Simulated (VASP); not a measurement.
# Cd (R-3m) in VASP: settings compared

The runs below take Cd through single point, with PBE0, PBE, r2SCAN.

Everything below comes from runs of VASP 6.6.1. Logs are shortened: lines on timing, memory, paths and dates and some standing lists are left out, and cuts for length are marked.

## 1. The cell of the first run

The structure is trigonal, space group R-3m (No. 166). Conventional cell: a = 3.369 Å, b = 3.369 Å, c = 7.698 Å, α = 90.00°, β = 90.00°, γ = 120.00°. Cd (site symmetry -3m) has 12 Cd at 3.22 to 3.37 Å within 4.2 Å.

## 2. Single point, PBE0 (25.23 Å³/atom)

POSCAR reads:

```
Cd
1.0
    1.6847153432      0.9726708569      2.5660928322
   -1.6847153432      0.9726708569      2.5660928322
    0.0000000000     -1.9453417139      2.5660928322
Cd
1
Direct
    0.0000000000      0.0000000000      0.0000000000
```

INCAR.step1 reads:

```
SYSTEM = Cd
PREC = Accurate
ENCUT = 400
EDIFF = 1E-5
ISMEAR = 1
SIGMA = 0.05
LREAL = .False.
LASPH = .True.
NELM = 120
ALGO = Normal
ISIF = 2
LWAVE = .True.
GGA = PE
NBANDS = 12
GGA_COMPAT = .False.
```

INCAR.step2 reads:

```
SYSTEM = Cd
PREC = Accurate
ENCUT = 400
EDIFF = 1E-6
ISMEAR = 1
SIGMA = 0.05
LREAL = .False.
LASPH = .True.
NELM = 120
ALGO = Normal
ISIF = 2
LWAVE = .False.
LCHARG = .True.
GGA = PE
LHFCALC = .True.
AEXX = 0.25
PRECFOCK = Normal
LELF = .True.
LVHAR = .True.
ISTART = 1
NBANDS = 12
GGA_COMPAT = .False.
```

KPOINTS reads:

```
Automatic mesh
0
Gamma
  7 7 7
  0 0 0
```

Potentials or basis: VASP PAW PBE potentials, release 64 (Cd).

Launch:

```bash
$ cat potpaw_PBE.64/Cd/POTCAR > POTCAR
$ cp INCAR.step1 INCAR
$ mpirun -np 1 vasp_std > vasp.out
$ cp INCAR.step2 INCAR
$ mpirun -np 1 vasp_std > vasp.out
```

OUTCAR:

```text
SYSTEM = Cd
   PREC = Accurate
   ENCUT = 400
   EDIFF = 1E-6
   ISMEAR = 1
   LREAL = .False.
   LASPH = .True.
   NELM = 120
   ISIF = 2
   GGA = PE
   LHFCALC = .True.
   AEXX = 0.25
   PRECFOCK = Normal
   ISTART = 1

 ion  position               nearest neighbor table
   1  0.000  0.000  0.000-

  LATTYP: Found a trigonal (rhomboedric) cell.
 ALAT       =     3.2201221727
 COS(alpha) =     0.4525576903

  Lattice vectors:

 A1 = (   1.6847153432,   0.9726708569,   2.5660928322)
 A2 = (  -1.6847153432,   0.9726708569,   2.5660928322)
 A3 = (   0.0000000000,  -1.9453417139,   2.5660928322)

Analysis of symmetry for initial positions (statically):
=====================================================================
 Subroutine PRICEL returns:
 Original cell was already a primitive cell.

 Routine SETGRP: Setting up the symmetry group for a
 trigonal (rhombohedral) supercell.

 Subroutine GETGRP returns: Found 12 space group operations
 (whereof 12 operations were pure point group operations)
 out of a pool of 12 trial point group operations.

The static configuration has the point symmetry D_3d.

Analysis of symmetry for dynamics (positions and initial velocities):
=====================================================================
 Subroutine PRICEL returns:
 Original cell was already a primitive cell.

 Routine SETGRP: Setting up the symmetry group for a
 trigonal (rhombohedral) supercell.

 Subroutine GETGRP returns: Found 12 space group operations
 (whereof 12 operations were pure point group operations)
 out of a pool of 12 trial point group operations.

The dynamic configuration has the point symmetry D_3d.

 Subroutine INISYM returns: Found 12 space group operations
 (whereof 12 operations are pure point group operations),
 and found     1 'primitive' translations

----------------------------------------------------------------------------------------

                                     Primitive cell

  volume of cell :      25.2299

  direct lattice vectors                    reciprocal lattice vectors
     1.684715343  0.972670857  2.566092832     0.296786043  0.171349502  0.129899172
    -1.684715343  0.972670857  2.566092832    -0.296786043  0.171349502  0.129899172
     0.000000000 -1.945341714  2.566092832     0.000000000 -0.342699003  0.129899172

  length of vectors
     3.220122173  3.220122173  3.220122173     0.366492021  0.366492021  0.366492021

  position of ions in fractional coordinates (direct lattice)
     0.000000000  0.000000000  0.000000000

  ion indices of the primitive-cell ions
   primitive index   ion index
                 1           1

----------------------------------------------------------------------------------------

 KPOINTS: Automatic mesh

Automatic generation of k-mesh.
 Grid dimensions read from file:
 generate k-points for:    7    7    7

 Generating k-lattice:

  Cartesian coordinates                     Fractional coordinates (reciprocal lattice)
     0.042398006  0.024478500  0.018557025     0.142857143 -0.000000000 -0.000000000
    -0.042398006  0.024478500  0.018557025    -0.000000000  0.142857143 -0.000000000
     0.000000000 -0.048957000  0.018557025     0.000000000  0.000000000  0.142857143

  Length of vectors
     0.052356003  0.052356003  0.052356003

  Shift w.r.t. Gamma in fractional coordinates (k-lattice)
     0.000000000  0.000000000  0.000000000

 Subroutine IBZKPT returns following result:
 ===========================================

 Found     44 irreducible k-points:

 Following reciprocal coordinates:
            Coordinates               Weight
  0.000000  0.000000  0.000000      1.000000
  0.142857 -0.000000 -0.000000      6.000000
  0.285714 -0.000000 -0.000000      6.000000
  0.428571 -0.000000 -0.000000      6.000000
  0.142857  0.142857 -0.000000      6.000000
  0.285714  0.142857  0.000000     12.000000
[... 16 lines left out ...]
  0.285714  0.285714  0.142857      6.000000
  0.428571  0.285714  0.142857     12.000000
 [... further k-points ...]
   k-points           NKPTS =     44   k-points in BZ     NKDIM =    343   number of bands    NBANDS=     12
   number of dos      NEDOS =    301   number of ions     NIONS =      1
   total plane-waves  NPLWV =  13824
   dimension x,y,z NGX =    24 NGY =   24 NGZ =   24
   dimension x,y,z NGXF=    48 NGYF=   48 NGZF=   48
   ions per type =               1
   NGX,Y,Z   is equivalent  to a cutoff of  12.39, 12.39, 12.39 a.u.
   NGXF,Y,Z  is equivalent  to a cutoff of  24.78, 24.78, 24.78 a.u.
 SYSTEM =  Cd
   PREC   = accura    normal or accurate (medium, high low for compatibility)
   ISTART =      1    job   : 0-new  1-cont  2-samecut
   ICHARG =      0    charge: 1-file 2-atom 10-const
   ISPIN  =      1    spin polarized calculation?
   LNONCOLLINEAR =      F non collinear calculations
   LSORBIT =      F    spin-orbit coupling
   LASPH  =      T    aspherical Exc in radial PAW
   ENCUT  =  400.0 eV  29.40 Ry    5.42 a.u.   5.25  5.25  5.25*2*pi/ulx,y,z
   NELM   =    120;   NELMIN=  2; NELMDL=  0     # of ELM steps
   EDIFF  = 0.1E-05   stopping-criterion for ELM
   LREAL  =      F    real-space projection
   EDIFFG = 0.1E-04   stopping-criterion for IOM
   NSW    =      0    number of steps for IOM
   IBRION =     -1    ionic relax: 0-MD 1-quasi-New 2-CG
   NFREE  =      0    steps in history (QN), initial steepest desc. (CG)
   ISIF   =      2    stress and relaxation
   ISYM   =      3    0-nonsym 1-usesym 2-fastsym
   POTIM  = 0.5000    time-step for ionic-motion
   TEBEG  =    0.0;   TEEND  =   0.0 temperature during run
   PSTRESS=    0.0 pullay stress
   NELECT =      12.0000    total number of electrons
   NUPDOWN=      -1.0000    fix difference up-down
   EMIN   =  10.00;   EMAX   =-10.00  energy-range for DOS
   EFERMI =   0.00;   METHOD = LEGACY
   ISMEAR =     1;   SIGMA  =   0.05  broadening in eV -4-tet -1-fermi 0-gaus
   EFERMI_NEDOS =   21; number of points for ismear=-14 and -15
   IALGO  =     38    algorithm
   IMIX   =      1    mixing-type and parameters
     AMIX     =   0.40;   BMIX     =  1.00
     AMIX_MAG =   1.60;   BMIX_MAG =  1.00
  volume/ion in A,a.u.               =      25.23       170.26
  Fermi-wavevector in a.u.,A,eV,Ry     =   1.277899  2.414879 22.218669  1.633026
  Thomas-Fermi vector in A             =   2.410472
   LORBIT       =      0    0 simple, 1 ext, 2 COOP (PROOUT), +10 PAW based schemes
   GGA     = PE    functional components
   LHFCALC =     T    Hartree Fock is set to
   PRECFOCK=normal    Normal, Fast or Accurate (Low or Medium for compatibility)
   ENCUT4O =  -1.0   cutoff for four orbital integrals eV
   NKREDX  =     1    reduce k-point grid by
   NKREDY  =     1    reduce k-point grid by
   NKREDZ  =     1    reduce k-point grid by
   AEXX    =    0.2500 exact exchange contribution
   HFSCREEN=    0.0000 screening length (either q_TF or 0.3 A-1)
   HFSCREENC=   0.0000 screening length for correlation (either q_TF or 0.3 A-1)
   ENCUTFOCK=  -1.0 apply spherical cutoff to Coloumb kernel
   IVDW    =     0    specifies the selected vdW correction
   LEPSILON=     F    determine dielectric tensor
   LRPA    =     F    only Hartree local field effects (RPA)
 non-spin polarized calculation
 Methfessel and Paxton  Order N= 1 SIGMA  =   0.05
  energy-cutoff  :      400.00
  volume of cell :       25.23
 maximum number of plane-waves:       483
 NGX is ok and might be reduce to    24
  NGX = 16; NGY = 16; NGZ = 16

 number of electron      11.9999996 magnetization

 Free energy of the ion-electron system (eV)
  ---------------------------------------------------
  ext. energy  EPLUGINS =         0.00000000
  ---------------------------------------------------
  free energy    TOTEN  =        -0.89221543 eV

  energy without entropy =       -0.89227782  energy(sigma->0) =       -0.89223622

 E-fermi :   1.5915     XC(G=0):  -8.0725

 val. band max:        1.5502865803   @ k =   0.4286  -0.0000  -0.0000
 cond. band min:       2.1764015199   @ k =  -0.4286   0.4286   0.4286
 fundamental gap:      0.6261149396
 Fermi energy:         1.5914609145

 k-point     1 :       0.0000    0.0000    0.0000
  band No.  band energies     occupation
      1      -9.2153      2.00000
      2      -9.2153      2.00000
      3      -9.0305      2.00000
      4      -8.7882      2.00000
      5      -8.7882      2.00000
      6      -7.4722      2.00000
      7      15.7799      0.00000
      8      16.0338      0.00000
      9      16.0338      0.00000
     10      18.7578      0.00000
     11      19.2221      0.00000
     12      19.2221      0.00000

 k-point     2 :       0.1429   -0.0000   -0.0000
  band No.  band energies     occupation
      1      -9.2259      2.00000
      2      -9.1828      2.00000
      3      -8.9910      2.00000
      4      -8.7880      2.00000
      5      -8.7864      2.00000
      6      -6.9381      2.00000
      7      11.8256      0.00000
      8      15.5369      0.00000
      9      15.6882      0.00000
     10      17.9832      0.00000
     11      20.0881      0.00000
     12      20.3250      0.00000

 k-point     3 :       0.2857   -0.0000   -0.0000
  band No.  band energies     occupation
      1      -9.3308      2.00000
      2      -9.1787      2.00000
      3      -8.9768      2.00000
      4      -8.7143      2.00000
      5      -8.6612      2.00000
      6      -5.2673      2.00000
      7       6.7222      0.00000
      8      14.8694      0.00000
      9      15.2005      0.00000
     10      16.9496      0.00000
     11      19.3294      0.00000
     12      19.5237      0.00000
[... 286 lines left out ...]
 k-point    23 :       0.2857    0.2857    0.1429
  band No.  band energies     occupation
      1      -9.2801      2.00000
      2      -9.0347      2.00000
      3      -8.9468      2.00000
      4      -8.9080      2.00000
      5      -8.6651      2.00000
      6      -5.2861      2.00000
      7      10.5101      0.00000
      8      11.9653      0.00000
      9      13.4889      0.00000
     10      14.4950      0.00000
     11      17.5869      0.00000
     12      20.9831      0.00000

 k-point    24 :       0.4286    0.2857    0.1429
  band No.  band energies     occupation
      1      -9.3193      2.00000
      2      -9.1412      2.00000
      3      -8.9344      2.00000
      4      -8.7593      2.00000
      5      -8.6109      2.00000
      6      -3.5081      2.00000
      7       7.6763      0.00000
      8       9.4100      0.00000
      9      11.5858      0.00000
     10      16.1316      0.00000
     11      17.1651      0.00000
     12      20.2396      0.00000

 [... further k-points ...]

------------------------ aborting loop because EDIFF is reached ----------------------------------------

  FORCE on cell =-STRESS in cart. coord.  units (eV):
  Direction    XX          YY          ZZ          XY          YZ          ZX
  --------------------------------------------------------------------------------------
  -------------------------------------------------------------------------------------
  Total       -0.9634760     -0.9634760     -0.8900666      0.0000000      0.0000000      0.0000000
  in kB      -61.1836564    -61.1836564    -56.5219357      0.0000000      0.0000000      0.0000000
  external PRESSURE =     -59.6297495 kB  Pullay stress =       0.0000000 kB

 VOLUME and BASIS-vectors are now :
 -----------------------------------------------------------------------------
  energy-cutoff  :      400.00
  volume of cell :       25.23
      direct lattice vectors                 reciprocal lattice vectors
     1.684715343  0.972670857  2.566092832     0.296786043  0.171349502  0.129899172
    -1.684715343  0.972670857  2.566092832    -0.296786043  0.171349502  0.129899172
     0.000000000 -1.945341714  2.566092832     0.000000000 -0.342699003  0.129899172

 POSITION                                       TOTAL-FORCE (eV/Angst)
 -----------------------------------------------------------------------------------
      0.00000      0.00000      0.00000         0.000000     -0.000000     -0.000000
 -----------------------------------------------------------------------------------
    total drift:                                0.000000      0.000000     -0.000000

  FREE ENERGIE OF THE ION-ELECTRON SYSTEM (eV)
  ---------------------------------------------------
  free  energy   TOTEN  =        -0.8922154269 eV

  energy  without entropy=       -0.8922778181  energy(sigma->0) =       -0.89223622
```

Run time: 15 min. Hardware: 1 thread of Intel Xeon Platinum 8488C (Sapphire Rapids), shared host; peak memory 0.15 GiB.

What came out:

* Free energy: -0.8922 eV
* Pressure: -6.0 GPa
* Band gap on the k mesh: zero (bands 6 and 7 overlap by 2.59 eV)

Caveat: the cell stands under tension; the PAW data sets were made with another functional, which shifts forces and pressure a little.

[end of part 1 of 2]
